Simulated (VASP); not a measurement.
# HgSe2 (P6/mmm) in VASP: relaxation of cell and atoms with PBE

Aim: the relaxation of cell and atoms of HgSe2 with PBE.

Program: VASP 6.6.1. These are calculated values, not measurements. Logs are shortened: lines on timing, memory, paths and dates and some standing lists are left out, and cuts for length are marked.

**1. The cell of the first run**

It takes space group P6/mmm (No. 191, hexagonal). The conventional cell has a = 4.699 Å, b = 4.699 Å, c = 3.877 Å, α = 90.00°, β = 90.00°, γ = 120.00°. Hg (site symmetry 6/mmm) has 12 Se at 3.33 Å and 2 Hg at 3.88 Å within 4.4 Å. Within 3.6 Å of Se (site symmetry -6m2) lie 3 Se at 2.71 Å and 6 Hg at 3.33 Å.

**2. Relaxation of cell and atoms, PBE**

File INCAR:

```
SYSTEM = HgSe2
ALGO = Normal ; EDIFF = 1E-6
EDIFFG = -0.01 ; ENCUT = 600
GGA = PE ; IBRION = 2
ISIF = 3 ; ISMEAR = 0
LASPH = .True. ; LCHARG = .False.
LREAL = .False. ; LWAVE = .False.
NELM = 60 ; NSW = 100
PREC = Accurate ; SIGMA = 0.1
```

File KPOINTS:

```
k-points
0
Gamma
  12 12 12
  0 0 0
```

File POSCAR:

```
HgSe2
1.0
    4.6991136921      0.0000000000      0.0000000000
   -2.3495568461      4.0695518326      0.0000000000
    0.0000000000      0.0000000000      3.8773109288
Hg Se
1 2
Direct
    0.0000000000      0.0000000000      0.0000000000
    0.3333333333      0.6666666667      0.5000000000
    0.6666666667      0.3333333333      0.5000000000
```

Potentials or basis: VASP PAW PBE potentials, release 64 (Hg, Se).

Run with:

```bash
> cat potpaw_PBE.64/Hg/POTCAR potpaw_PBE.64/Se/POTCAR > POTCAR
> mpirun -np 1 vasp_std > vasp.out
```

OUTCAR:

```text
SYSTEM = HgSe2
   EDIFF = 1E-6
   EDIFFG = -0.01
   ENCUT = 600
   GGA = PE
   IBRION = 2
   ISIF = 3
   ISMEAR = 0
   LASPH = .True.
   LREAL = .False.
   NELM = 60
   NSW = 100
   PREC = Accurate

 ion  position               nearest neighbor table
   1  0.000  0.000  0.000-
   2  0.333  0.667  0.500-   3 2.71   3 2.71   3 2.71
   3  0.667  0.333  0.500-   2 2.71   2 2.71   2 2.71

  LATTYP: Found a hexagonal cell.
 ALAT       =     4.6991136921
 C/A-ratio  =     0.8251153692

  Lattice vectors:

 A1 = (   4.6991136921,   0.0000000000,   0.0000000000)
 A2 = (  -2.3495568461,   4.0695518326,   0.0000000000)
 A3 = (   0.0000000000,   0.0000000000,   3.8773109288)

Analysis of symmetry for initial positions (statically):
=====================================================================
 Subroutine PRICEL returns:
 Original cell was already a primitive cell.

 Routine SETGRP: Setting up the symmetry group for a
 hexagonal supercell.

 Subroutine GETGRP returns: Found 24 space group operations
 (whereof 24 operations were pure point group operations)
 out of a pool of 24 trial point group operations.

The static configuration has the point symmetry D_6h.

Analysis of symmetry for dynamics (positions and initial velocities):
=====================================================================
 Subroutine PRICEL returns:
 Original cell was already a primitive cell.

 Routine SETGRP: Setting up the symmetry group for a
 hexagonal supercell.

 Subroutine GETGRP returns: Found 24 space group operations
 (whereof 24 operations were pure point group operations)
 out of a pool of 24 trial point group operations.

The dynamic configuration has the point symmetry D_6h.

 Subroutine INISYM returns: Found 24 space group operations
 (whereof 24 operations are pure point group operations),
 and found     1 'primitive' translations

----------------------------------------------------------------------------------------

                                     Primitive cell

  volume of cell :      74.1469

  direct lattice vectors                    reciprocal lattice vectors
     4.699113692  0.000000000  0.000000000     0.212806088  0.122863652  0.000000000
    -2.349556846  4.069551833  0.000000000     0.000000000  0.245727304  0.000000000
     0.000000000  0.000000000  3.877310929     0.000000000  0.000000000  0.257910706

  length of vectors
[... 89 lines left out ...]
   NFREE  =      1    steps in history (QN), initial steepest desc. (CG)
   ISIF   =      3    stress and relaxation
   ISYM   =      2    0-nonsym 1-usesym 2-fastsym
   POTIM  = 0.5000    time-step for ionic-motion
   TEBEG  =    0.0;   TEEND  =   0.0 temperature during run
   PSTRESS=    0.0 pullay stress
   NELECT =      24.0000    total number of electrons
   NUPDOWN=      -1.0000    fix difference up-down
   EMIN   =  10.00;   EMAX   =-10.00  energy-range for DOS
   EFERMI =   0.00;   METHOD = LEGACY
   ISMEAR =     0;   SIGMA  =   0.10  broadening in eV -4-tet -1-fermi 0-gaus
   EFERMI_NEDOS =   21; number of points for ismear=-14 and -15
   IALGO  =     38    algorithm
   IMIX   =      4    mixing-type and parameters
     AMIX     =   0.40;   BMIX     =  1.00
     AMIX_MAG =   1.60;   BMIX_MAG =  1.00
  volume/ion in A,a.u.               =      24.72       166.79
  Fermi-wavevector in a.u.,A,eV,Ry     =   1.124038  2.124123 17.190425  1.263461
  Thomas-Fermi vector in A             =   2.260707
   LORBIT       =      0    0 simple, 1 ext, 2 COOP (PROOUT), +10 PAW based schemes
   GGA     = PE    functional components
   LHFCALC =     F    Hartree Fock is set to
   AEXX    =    0.0000 exact exchange contribution
   IVDW    =     0    specifies the selected vdW correction
   LEPSILON=     F    determine dielectric tensor
   LRPA    =     F    only Hartree local field effects (RPA)
 conjugate gradient relaxation of ions
 non-spin polarized calculation
 Gauss-broadening in eV      SIGMA  =   0.10
  energy-cutoff  :      600.00
  volume of cell :       74.15
 maximum number of plane-waves:      2524
 NGX is ok and might be reduce to    40
   NGX = 19   NGY = 19   NGZ = 15

--------------------------------------- Ionic step        1  -------------------------------------------

 number of electron      24.0000002 magnetization

 Free energy of the ion-electron system (eV)
  ---------------------------------------------------
  ext. energy  EPLUGINS =         0.00000000
  ---------------------------------------------------
  free energy    TOTEN  =        -6.10218824 eV

  energy without entropy =       -6.09055582  energy(sigma->0) =       -6.09637203

------------------------ aborting loop because EDIFF is reached ----------------------------------------

  FORCE on cell =-STRESS in cart. coord.  units (eV):
  Direction    XX          YY          ZZ          XY          YZ          ZX
  --------------------------------------------------------------------------------------
  -------------------------------------------------------------------------------------
  Total        0.1451568      0.1451568      0.2959194     -0.0000000      0.0000000      0.0000000
  in kB        3.1365696      3.1365696      6.3942692     -0.0000000      0.0000000      0.0000000
  external PRESSURE =       4.2224695 kB  Pullay stress =       0.0000000 kB
[... 172 lines left out ...]
--------------------------------------- Ionic step        6  -------------------------------------------

 number of electron      24.0000000 magnetization

 Free energy of the ion-electron system (eV)
  ---------------------------------------------------
  ext. energy  EPLUGINS =         0.00000000
  ---------------------------------------------------
  free energy    TOTEN  =        -6.10689662 eV

  energy without entropy =       -6.09402301  energy(sigma->0) =       -6.10045982

 E-fermi :   2.6096     XC(G=0):  -9.7173

 val. band max:        2.6045388903   @ k =   0.4167   0.0833   0.2500
 cond. band min:       2.6112197584   @ k =   0.4167   0.1667   0.0000
 fundamental gap:      0.0066808681
 Fermi energy:         2.6095627621

 k-point     1 :       0.0000    0.0000    0.0000
  band No.  band energies     occupation
      1     -12.1297      2.00000
      2      -7.8746      2.00000
      3      -3.3727      2.00000
      4      -3.3727      2.00000
      5      -3.2608      2.00000
      6      -3.0288      2.00000
[... 433 lines left out ...]
      3      -3.3051      2.00000
      4      -3.1967      2.00000
      5      -3.1713      2.00000
      6      -3.0420      2.00000
[... 8 lines left out ...]
     15       6.9416      0.00000
     16       9.0967      0.00000

 [... further k-points ...]
[... 5 lines left out ...]
  --------------------------------------------------------------------------------------
  -------------------------------------------------------------------------------------
  Total       -0.0212245     -0.0212245      0.0041267      0.0000000     -0.0000000     -0.0000000
  in kB       -0.4439295     -0.4439295      0.0863129      0.0000000     -0.0000000     -0.0000000
  external PRESSURE =      -0.2671821 kB  Pullay stress =       0.0000000 kB
[... 18 lines left out ...]
  FREE ENERGIE OF THE ION-ELECTRON SYSTEM (eV)
  ---------------------------------------------------
  free  energy   TOTEN  =        -6.1068966198 eV

  energy  without entropy=       -6.0940230114  energy(sigma->0) =       -6.10045982

 reached required accuracy - stopping structural energy minimisation
```

OSZICAR:

```text
N       E                     dE             d eps       ncg     rms          rms(c)
DAV:   1     0.159170838532E+03    0.15917E+03   -0.12220E+04  4264   0.149E+03
[... 49 lines left out ...]
       N       E                     dE             d eps       ncg     rms          rms(c)
DAV:   1    -0.611346440827E+01   -0.67526E-02   -0.34137E-01  4280   0.451E+00    0.473E-01
DAV:   2    -0.610840956850E+01    0.50548E-02   -0.89167E-03  4792   0.102E+00    0.209E-01
DAV:   3    -0.610701794476E+01    0.13916E-02   -0.25974E-03  4776   0.372E-01    0.122E-01
DAV:   4    -0.610689947683E+01    0.11847E-03   -0.25141E-04  4816   0.128E-01    0.337E-02
DAV:   5    -0.610689601975E+01    0.34571E-05   -0.23904E-05  5152   0.434E-02    0.110E-02
DAV:   6    -0.610689661982E+01   -0.60006E-06   -0.28251E-06  4224   0.189E-02
   6 F= -.61068966E+01 E0= -.61004598E+01  d E =-.322396E-02
```

CONTCAR:

```text
HgSe2
   1.00000000000000
     4.6863338404957586    0.0000000000001650    0.0000000000000000
    -2.3431669202976004    4.0584841564543011    0.0000000000000000
     0.0000000000000000    0.0000000000000000    4.0275060465599513
  Hg              Se
     1     2
Direct
     0.0000000000000000    1.0000000000000000    0.0000000000000000
     0.3333333332999970    0.6666666667000030    0.5000000000000000
     0.6666666667000030    0.3333333332999970    0.5000000000000000

  0.00000000E+00  0.00000000E+00  0.00000000E+00
  0.00000000E+00  0.00000000E+00  0.00000000E+00
  0.00000000E+00  0.00000000E+00  0.00000000E+00
```

Run time: 15 min. Hardware: 1 thread of AMD EPYC 7R13, shared host; peak memory 0.38 GiB.

Results:

```yaml
Free_energy: -6.1069 eV
Relaxed_volume: 25.53 Å³/atom
Relaxed_cell: a = 4.686 Å, b = 4.686 Å, c = 4.028 Å, α = 90.00°, β = 90.00°, γ = 120.00°
Space_group_after_relaxing_to_0.1_Å: P6/mmm (No. 191)
Energy_gained_by_relaxing: 1.6 meV/atom
Ionic_steps: 6
Pressure_after_relaxing: 0.0 GPa
Band_gap_on_the_k_mesh: zero (bands 12 and 13 overlap by 1.44 eV)
```

Step by step:
```
step  energy change (eV)  largest force (eV/Å)  pressure (GPa)  volume (Å³)
   1              0.0000                0.0000            0.42        74.15
   2             -0.0014                0.0000            0.06        74.85
   3             -0.0015                0.0000           -0.15        75.26
   4             -0.0026                0.0000           -0.13        75.53
   5             -0.0045                0.0000           -0.08        76.31
   6             -0.0047                0.0000           -0.03        76.60
```

Final structure:
```xyz
3
Lattice="4.6863 0.0000 0.0000 -2.3432 4.0585 0.0000 0.0000 0.0000 4.0275" Properties=species:S:1:pos:R:3 pbc="T T T"
Hg   -2.3432    4.0585    0.0000
Se    0.0000    2.7057    2.0138
Se    2.3432    1.3528    2.0138
```

Caveat: spin-orbit coupling is left out, which moves the levels of the heavy elements.
